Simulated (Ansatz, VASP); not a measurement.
Two plane-wave programs on Na2S

```xyz
3
Lattice="0.0000 3.2735 3.2735 3.2735 0.0000 3.2735 3.2735 3.2735 0.0000" Properties=species:S:1:pos:R:3 pbc="T T T"
Na    1.6367    1.6367    1.6367
Na    4.9102    4.9102    4.9102
S     0.0000    0.0000    0.0000
```

Alike in both runs: task single point; functional PBEsol; k mesh 2 × 2 × 2; no spin polarisation.

|  | VASP | Ansatz |
| --- | --- | --- |
| version | VASP 6.6.1 | Ansatz 0.2.0 |
| potentials or method | VASP PAW PBE potentials, release 64 (Na_pv, S) | plane waves, PAW |
| plane-wave cutoff (eV) | 500 | 420 |
| occupations | gaussian, width 0.01 eV | fixed |
| valence electrons in the cell | 20 | 24 |

|  | VASP | Ansatz | Ansatz less VASP |
| --- | --- | --- | --- |
| pressure (GPa) | 0.2 | 0.2 | -0.04 |

VASP's potentials were made for PBE, not for PBEsol. VASP's potentials hold 20 valence electrons a cell and Ansatz's 24, so a difference there can come from the potentials and not from the codes.

The k mesh is coarse, so the values compare programs but aren't converged.
